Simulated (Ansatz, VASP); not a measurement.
**Ir12O: VASP beside Ansatz**

Contents of INCAR:

```
SYSTEM = Ir12O
PREC = Accurate ; ENCUT = 520
EDIFF = 1E-6 ; ISMEAR = 0
SIGMA = 0.1 ; LREAL = .FALSE.
LASPH = .TRUE. ; NELM = 100
ALGO = Normal ; ISIF = 2
LWAVE = .FALSE. ; LCHARG = .TRUE.
LDIPOL = .TRUE. ; IDIPOL = 3
DIPOL = 0.5 0.5 0.297 ; GGA = PE
IVDW = 12 ; LELF = .TRUE.
LVHAR = .TRUE. ; LVACPOTAV = .TRUE.
NBANDS = 69
```

KPOINTS

```
regular mesh
0
G
  5 5 1
  0 0 0
```

File POSCAR:

```
Ir12O
1.0
    5.4309029918      0.0000000000      0.0000000000
    0.0000000000      5.4309029918      0.0000000000
    0.0000000000      0.0000000000     21.0013955423
Ir O
12 1
Direct
    0.2500000000      0.2500000000      0.1904635333
    0.2500000000      0.7500000000      0.1904635333
    0.7500000000      0.2500000000      0.1904635333
    0.7500000000      0.7500000000      0.1904635333
    0.0000000000      0.0000000000      0.2785823619
    0.0000000000      0.5000000000      0.2785823619
    0.5000000000      0.0000000000      0.2785823619
    0.5000000000      0.5000000000      0.2785823619
    0.2500000000      0.2500000000      0.3667087517
    0.2500000000      0.7500000000      0.3667087517
    0.7500000000      0.2500000000      0.3667087517
    0.7500000000      0.7500000000      0.3667087517
    0.4166666667      0.4166666667      0.5238411667
```

Input for Ansatz:

```yaml
crystal:
  lattice:
    - [5.4309029918, 0.0, 0.0]
    - [0.0, 5.4309029918, 0.0]
    - [0.0, 0.0, 21.0013955423]
  atoms:
    - { symbol: Ir, position: [0.25, 0.25, 0.1904635333] }
    - { symbol: Ir, position: [0.25, 0.75, 0.1904635333] }
    - { symbol: Ir, position: [0.75, 0.25, 0.1904635333] }
    - { symbol: Ir, position: [0.75, 0.75, 0.1904635333] }
    - { symbol: Ir, position: [0.0, 0.0, 0.2785823619] }
    - { symbol: Ir, position: [0.0, 0.5, 0.2785823619] }
    - { symbol: Ir, position: [0.5, 0.0, 0.2785823619] }
    - { symbol: Ir, position: [0.5, 0.5, 0.2785823619] }
    - { symbol: Ir, position: [0.25, 0.25, 0.3667087517] }
    - { symbol: Ir, position: [0.25, 0.75, 0.3667087517] }
    - { symbol: Ir, position: [0.75, 0.25, 0.3667087517] }
    - { symbol: Ir, position: [0.75, 0.75, 0.3667087517] }
    - { symbol: O, position: [0.4166666667, 0.4166666667, 0.5238411667] }
basis:
  ecutwfc: 420
kpoints:
  mp_grid: { grid: [5, 5, 1] }
hamiltonian:
  xc: pbe
  pseudopotentials: { kind: paw, azcp: { folder: soft_1 } }
  dispersion: d3bj
scf:
  occupations: { method: gaussian, width: 0.1 }
output:
  forces: true
  eigenvalues: true
efield:
  axis: 3
  dipole_correction: true
  ramp_width: 0.04
```

Alike in both runs: task single point; functional PBE; dispersion D3(BJ); k mesh 5 × 5 × 1; occupations gaussian, width 0.1 eV; no spin polarisation.

|  | VASP | Ansatz |
| --- | --- | --- |
| version | VASP 6.6.1 | Ansatz 0.2.0 |
| potentials or method | VASP PAW PBE potentials, release 64 (Ir, O), cutoff 520 eV | scalar-relativistic, plane waves, PAW |
| valence electrons in the cell | 114 | 210 |

Ansatz gave:

| Quantity | Value |
| --- | --- |
| gap on the k mesh at the Fermi level (eV) | none |
| rms of the force components (eV/Å) | 0.227 |
| work function, face that differs most (eV) | 5.32 |

Q: Which values does VASP return?

A: gap on the k mesh at the Fermi level (eV): none; rms of the force components (eV/Å): 0.232; work function, face that differs most (eV): 5.32.

Atom by atom the forces differ by 0.024 eV/Å (rms over components). A gap of «none» marks a metal or a gap that the smearing closes. VASP's potentials hold 114 valence electrons a cell and Ansatz's 210, so a difference there can come from the potentials and not from the codes.

Neither program's run includes spin-orbit coupling.
